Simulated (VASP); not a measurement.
Set up this calculation in VASP 6.6.1, as the native input.

- Task: single point
- Functional: PBEsol
- Potentials or basis: VASP PAW PBE potentials, release 64 (I, Ca_sv)
- Cutoff: 500 eV
- k mesh: 7 × 7 × 6
- Occupations: fermi-dirac, width 0.05 eV
- Spin: non-collinear spin, zero start, spin-orbit coupling
- Starting moments: [[0.0, 0.0, 0.0], [0.0, 0.0, 0.0]] μB
- Dipole correction: no
- Further INCAR settings: ALGO = Normal; EDIFF = 1e-06; NBANDS = 29

The structure of CaI lies in POSCAR:

```
CaI
1.0
    4.1468204634      0.0000000000      0.0000000000
   -2.0734102317      3.5912518662      0.0000000000
    0.0000000000      0.0000000000      4.5762290000
I Ca
1 1
Direct
    0.6666666667      0.3333333333      0.0000000000
    0.0000000000      0.0000000000      0.5000000000
```

The input as run:

INCAR

```
  PREC = Accurate
  ENCUT = 500
  EDIFF = 1E-6
  ISMEAR = -1
  SIGMA = 0.05
  LREAL = F
  LASPH = T
  NELM = 200
  ALGO = Normal
  ISIF = 2
  LWAVE = F
  LCHARG = F
  MAGMOM = 0 0 0 0 0 0
  LORBIT = 11
  LSORBIT = T
  GGA_COMPAT = F
  LORBMOM = T
  GGA = PS
  NBANDS = 29
```

KPOINTS

```
Automatic mesh
0
Gamma
  7 7 6
```

Potentials or basis: VASP PAW PBE potentials, release 64 (I, Ca_sv).

Run with:

```bash
$ cat potpaw_PBE.64/I/POTCAR potpaw_PBE.64/Ca_sv/POTCAR > POTCAR
$ mpirun -np 1 vasp_ncl > vasp.out
```

Results of the run:

```
Pressure                                              : -1.7 GPa
Net moment                                            : 0.00 μB per cell
Valence electrons inside the program's atomic spheres : I 4.30; Ca 8.13
```

Caveat: the PAW data sets were made with another functional, which shifts forces and pressure a little.

It took 5.7 min on 1 thread of Intel Xeon 8259CL (shared host), peak memory 0.39 GiB.
